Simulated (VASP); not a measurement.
# ZnS (I-4m2) in VASP: notebook

ZnS is run at these levels: r2SCAN; tasks: single point.

Program: VASP 6.6.1. These are calculated values, not measurements. Logs are shortened: lines on timing, memory, paths and dates and some standing lists are left out, and cuts for length are marked.

## Step 1: The cell of the first run

The structure is tetragonal, space group I-4m2 (No. 119). Conventional cell: a = 3.882 Å, b = 3.882 Å, c = 5.409 Å, α = 90.00°, β = 90.00°, γ = 90.00°. Zn (site symmetry -4m2) has 4 S at 2.37 Å within 3.1 Å. Within 3.1 Å of S (site symmetry -4m2) lie 4 Zn at 2.37 Å.

## Step 2: Single point, r2SCAN (strain +0.015 along x and y, +0.000 along z)

POSCAR

```
ZnS
1.0
    0.0000000000      2.7452197500      2.7046500000
    2.7452197500      0.0000000000      2.7046500000
    2.7452197500      2.7452197500      0.0000000000
Zn S
1 1
Direct
    0.0000000000      0.0000000000      0.0000000000
    0.7500000000      0.7500000000      0.7500000000
```

INCAR.step1

```
ALGO = Normal ; EDIFF = 1E-4
ENCUT = 520 ; GGA = PE
ISMEAR = 0 ; LASPH = True
LCHARG = False ; LREAL = False
LWAVE = True ; NBANDS = 16
NELM = 100 ; PREC = Accurate
SIGMA = 0.05
```

INCAR.step2

```
ALGO = Normal ; EDIFF = 1E-7
ENCUT = 520 ; ISIF = 2
ISMEAR = 0 ; ISTART = 1
LASPH = True ; LCHARG = True
LELF = True ; LMIXTAU = True
LREAL = False ; LVHAR = True
LWAVE = False ; METAGGA = R2SCAN
NBANDS = 16 ; NELM = 100
PREC = Accurate ; SIGMA = 0.05
```

KPOINTS

```
k-points
0
Gamma
  8 8 8
```

Potentials or basis: VASP PAW PBE potentials, release 64 (Zn, S).

The run is started by

```bash
$ cat potpaw_PBE.64/Zn/POTCAR potpaw_PBE.64/S/POTCAR > POTCAR
$ cp INCAR.step1 INCAR
$ mpirun -np 1 vasp_std > vasp.out
$ cp INCAR.step2 INCAR
$ mpirun -np 1 vasp_std > vasp.out
```

OUTCAR:

```text
EDIFF = 1E-7
   ENCUT = 520
   ISIF = 2
   ISMEAR = 0
   ISTART = 1
   LASPH = True
   LREAL = False
   METAGGA = R2SCAN
   NELM = 100
   PREC = Accurate

 ion  position               nearest neighbor table
   1  0.000  0.000  0.000-   2 2.37   2 2.37   2 2.37   2 2.37
   2  0.750  0.750  0.750-   1 2.37   1 2.37   1 2.37   1 2.37

  LATTYP: Found a body centered tetragonal cell.
 ALAT       =     3.8823270021
 C/A-ratio  =     1.3933138546

  Lattice vectors:

 A1 = (   0.0000000000,  -2.7452197500,  -2.7046500000)
 A2 = (   0.0000000000,   2.7452197500,  -2.7046500000)
 A3 = (   2.7452197500,   0.0000000000,   2.7046500000)

Analysis of symmetry for initial positions (statically):
=====================================================================
 Subroutine PRICEL returns:
 Original cell was already a primitive cell.

 Routine SETGRP: Setting up the symmetry group for a
 body centered tetragonal supercell.

 Subroutine GETGRP returns: Found  8 space group operations
 (whereof  8 operations were pure point group operations)
 out of a pool of 16 trial point group operations.

The static configuration has the point symmetry D_2d.

Analysis of symmetry for dynamics (positions and initial velocities):
=====================================================================
 Subroutine PRICEL returns:
 Original cell was already a primitive cell.

 Routine SETGRP: Setting up the symmetry group for a
 body centered tetragonal supercell.

 Subroutine GETGRP returns: Found  8 space group operations
 (whereof  8 operations were pure point group operations)
 out of a pool of 16 trial point group operations.

The dynamic configuration has the point symmetry D_2d.

 Subroutine INISYM returns: Found  8 space group operations
 (whereof  8 operations are pure point group operations),
 and found     1 'primitive' translations

----------------------------------------------------------------------------------------

                                     Primitive cell

  volume of cell :      40.7657

  direct lattice vectors                    reciprocal lattice vectors
     0.000000000  2.745219750  2.704650000    -0.182134782  0.182134782  0.184866803
     2.745219750  0.000000000  2.704650000     0.182134782 -0.182134782  0.184866803
     2.745219750  2.745219750  0.000000000     0.182134782  0.182134782 -0.184866803

  length of vectors
     3.853746631  3.853746631  3.882327002     0.317051877  0.317051877  0.317051877

  position of ions in fractional coordinates (direct lattice)
     0.000000000  0.000000000  0.000000000
     0.750000000  0.750000000  0.750000000

  ion indices of the primitive-cell ions
   primitive index   ion index
                 1           1
                 2           2

----------------------------------------------------------------------------------------

 KPOINTS: k-points

Automatic generation of k-mesh.
 Grid dimensions read from file:
 generate k-points for:    8    8    8

 Generating k-lattice:

  Cartesian coordinates                     Fractional coordinates (reciprocal lattice)
    -0.022766848  0.022766848  0.023108350     0.125000000  0.000000000  0.000000000
     0.022766848 -0.022766848  0.023108350     0.000000000  0.125000000  0.000000000
     0.022766848  0.022766848 -0.023108350     0.000000000  0.000000000  0.125000000

  Length of vectors
     0.039631485  0.039631485  0.039631485

  Shift w.r.t. Gamma in fractional coordinates (k-lattice)
     0.000000000  0.000000000  0.000000000

 Subroutine IBZKPT returns following result:
 ===========================================

 Found     59 irreducible k-points:

 Following reciprocal coordinates:
            Coordinates               Weight
  0.000000  0.000000  0.000000      1.000000
  0.125000  0.000000  0.000000      8.000000
  0.250000  0.000000  0.000000      8.000000
  0.375000  0.000000  0.000000      8.000000
  0.500000  0.000000  0.000000      4.000000
  0.125000  0.125000  0.000000      2.000000
[... 16 lines left out ...]
  0.250000  0.000000  0.125000     16.000000
  0.375000 -0.000000  0.125000     16.000000
 [... further k-points ...]
   k-points           NKPTS =     59   k-points in BZ     NKDIM =     59   number of bands    NBANDS=     16
   number of dos      NEDOS =    301   number of ions     NIONS =      2
   total plane-waves  NPLWV =  27000
   dimension x,y,z NGX =    30 NGY =   30 NGZ =   30
   dimension x,y,z NGXF=    60 NGYF=   60 NGZF=   60
   ions per type =               1   1
   NGX,Y,Z   is equivalent  to a cutoff of  12.94, 12.94, 12.85 a.u.
   NGXF,Y,Z  is equivalent  to a cutoff of  25.88, 25.88, 25.69 a.u.
 SYSTEM =  unknown system
   PREC   = accura    normal or accurate (medium, high low for compatibility)
   ISTART =      1    job   : 0-new  1-cont  2-samecut
   ICHARG =      0    charge: 1-file 2-atom 10-const
   ISPIN  =      1    spin polarized calculation?
   LNONCOLLINEAR =      F non collinear calculations
   LSORBIT =      F    spin-orbit coupling
   LASPH  =      T    aspherical Exc in radial PAW
   ENCUT  =  520.0 eV  38.22 Ry    6.18 a.u.   7.17  7.17  7.22*2*pi/ulx,y,z
   NELM   =    100;   NELMIN=  2; NELMDL=  0     # of ELM steps
   EDIFF  = 0.1E-06   stopping-criterion for ELM
   LREAL  =      F    real-space projection
   EDIFFG = 0.1E-05   stopping-criterion for IOM
   NSW    =      0    number of steps for IOM
   IBRION =     -1    ionic relax: 0-MD 1-quasi-New 2-CG
   NFREE  =      0    steps in history (QN), initial steepest desc. (CG)
   ISIF   =      2    stress and relaxation
   ISYM   =      2    0-nonsym 1-usesym 2-fastsym
   POTIM  = 0.5000    time-step for ionic-motion
   TEBEG  =    0.0;   TEEND  =   0.0 temperature during run
   PSTRESS=    0.0 pullay stress
   NELECT =      18.0000    total number of electrons
   NUPDOWN=      -1.0000    fix difference up-down
   EMIN   =  10.00;   EMAX   =-10.00  energy-range for DOS
   EFERMI =   0.00;   METHOD = LEGACY
   ISMEAR =     0;   SIGMA  =   0.05  broadening in eV -4-tet -1-fermi 0-gaus
   EFERMI_NEDOS =   21; number of points for ismear=-14 and -15
   IALGO  =     38    algorithm
   IMIX   =      4    mixing-type and parameters
     AMIX     =   0.40;   BMIX     =  1.00
     AMIX_MAG =   1.60;   BMIX_MAG =  1.00
  volume/ion in A,a.u.               =      20.38       137.55
  Fermi-wavevector in a.u.,A,eV,Ry     =   1.246619  2.355769 21.144271  1.554060
  Thomas-Fermi vector in A             =   2.380789
   LORBIT       =      0    0 simple, 1 ext, 2 COOP (PROOUT), +10 PAW based schemes
   METAGGA = R2SCAN    functional components
   LHFCALC =     F    Hartree Fock is set to
   AEXX    =    0.0000 exact exchange contribution
   IVDW    =     0    specifies the selected vdW correction
   LEPSILON=     F    determine dielectric tensor
   LRPA    =     F    only Hartree local field effects (RPA)
 non-spin polarized calculation
 Gauss-broadening in eV      SIGMA  =   0.05
  energy-cutoff  :      520.00
  volume of cell :       40.77
 maximum number of plane-waves:      1113
 NGX is ok and might be reduce to    30
   NGX = 15   NGY = 15   NGZ = 15

 number of electron      18.0000005 magnetization

 Free energy of the ion-electron system (eV)
  ---------------------------------------------------
  ext. energy  EPLUGINS =         0.00000000
  ---------------------------------------------------
  free energy    TOTEN  =       -18.85014291 eV

  energy without entropy =      -18.85014291  energy(sigma->0) =      -18.85014291

 E-fermi :   1.8453     XC(G=0): -10.1196

 val. band max:        1.5628537040   @ k =   0.0000   0.0000   0.0000
 cond. band min:       4.0514700178   @ k =   0.0000   0.0000   0.0000
 fundamental gap:      2.4886163139
 Fermi energy:         1.8453383417

 k-point     1 :       0.0000    0.0000    0.0000
  band No.  band energies     occupation
      1     -11.9149      2.00000
      2      -4.8479      2.00000
      3      -4.8479      2.00000
      4      -4.8398      2.00000
      5      -4.3427      2.00000
      6      -4.3402      2.00000
[... 8 lines left out ...]
     15      13.8322      0.00000
     16      13.9446      0.00000

 k-point     2 :       0.1250    0.0000    0.0000
  band No.  band energies     occupation
      1     -11.8022      2.00000
      2      -4.8396      2.00000
      3      -4.8276      2.00000
      4      -4.8207      2.00000
      5      -4.3436      2.00000
      6      -4.3420      2.00000
[... 8 lines left out ...]
     15      13.2841      0.00000
     16      14.6812      0.00000

 k-point     3 :       0.2500    0.0000    0.0000
  band No.  band energies     occupation
      1     -11.5094      2.00000
      2      -4.7827      2.00000
      3      -4.7813      2.00000
      4      -4.7714      2.00000
      5      -4.3404      2.00000
      6      -4.3393      2.00000
[... 8 lines left out ...]
     15      13.0313      0.00000
     16      14.2154      0.00000

 k-point     4 :       0.3750    0.0000    0.0000
  band No.  band energies     occupation
      1     -11.1798      2.00000
      2      -4.7463      2.00000
      3      -4.7362      2.00000
      4      -4.5475      2.00000
      5      -4.3273      2.00000
      6      -4.3227      2.00000
[... 8 lines left out ...]
     15      14.1482      0.00000
     16      14.1748      0.00000
[... 324 lines left out ...]
 k-point    22 :       0.1250    0.0000    0.1250
  band No.  band energies     occupation
      1     -11.7660      2.00000
      2      -4.8601      2.00000
      3      -4.8100      2.00000
      4      -4.8005      2.00000
      5      -4.3572      2.00000
      6      -4.3307      2.00000
[... 8 lines left out ...]
     15      14.0523      0.00000
     16      15.1629      0.00000

 k-point    23 :       0.2500    0.0000    0.1250
  band No.  band energies     occupation
      1     -11.5334      2.00000
      2      -4.8412      2.00000
      3      -4.7613      2.00000
      4      -4.7501      2.00000
      5      -4.3643      2.00000
      6      -4.3217      2.00000
[... 8 lines left out ...]
     15      14.0174      0.00000
     16      15.7253      0.00000

 k-point    24 :       0.3750   -0.0000    0.1250
  band No.  band energies     occupation
      1     -11.2114      2.00000
      2      -4.7653      2.00000
      3      -4.7125      2.00000
      4      -4.6337      2.00000
      5      -4.3416      2.00000
      6      -4.3117      2.00000
[... 8 lines left out ...]
     15      14.7544      0.00000
     16      15.1137      0.00000

 [... further k-points ...]

------------------------ aborting loop because EDIFF is reached ----------------------------------------

  FORCE on cell =-STRESS in cart. coord.  units (eV):
  Direction    XX          YY          ZZ          XY          YZ          ZX
  --------------------------------------------------------------------------------------
  -------------------------------------------------------------------------------------
  Total       -0.7913418     -0.7913418     -0.6349606      0.0000000      0.0000000      0.0000000
  in kB      -31.1013614    -31.1013614    -24.9552586      0.0000000      0.0000000      0.0000000
  external PRESSURE =     -29.0526605 kB  Pullay stress =       0.0000000 kB

 VOLUME and BASIS-vectors are now :
 -----------------------------------------------------------------------------
  energy-cutoff  :      520.00
  volume of cell :       40.77
      direct lattice vectors                 reciprocal lattice vectors
     0.000000000  2.745219750  2.704650000    -0.182134782  0.182134782  0.184866803
     2.745219750  0.000000000  2.704650000     0.182134782 -0.182134782  0.184866803
     2.745219750  2.745219750  0.000000000     0.182134782  0.182134782 -0.184866803

 POSITION                                       TOTAL-FORCE (eV/Angst)
 -----------------------------------------------------------------------------------
      0.00000      0.00000      0.00000         0.000000      0.000000     -0.000000
      4.11783      4.11783      4.05697        -0.000000     -0.000000      0.000000
 -----------------------------------------------------------------------------------
    total drift:                               -0.000014     -0.000014     -0.000023

  FREE ENERGIE OF THE ION-ELECTRON SYSTEM (eV)
  ---------------------------------------------------
  free  energy   TOTEN  =       -18.8501429057 eV

  energy  without entropy=      -18.8501429057  energy(sigma->0) =      -18.85014291
```

Wall time 5 min (1 thread of AMD EPYC 7R43 (Zen 3), shared host); peak memory 0.16 GiB.

What came out:

```
Free energy            : -18.8501 eV
Pressure               : -2.9 GPa
Band gap on the k mesh : 2.49 eV, direct
```

Stress tensor (GPa, compression positive):
```
-3.11  0.00  0.00
 0.00 -3.11  0.00
 0.00  0.00 -2.50
```

Caveat: the cell differs from its parent crystal (strain +0.015 along x and y, +0.000 along z); the PAW data sets were made with another functional, which shifts forces and pressure a little.

(Part 1 of 2 ends here.)
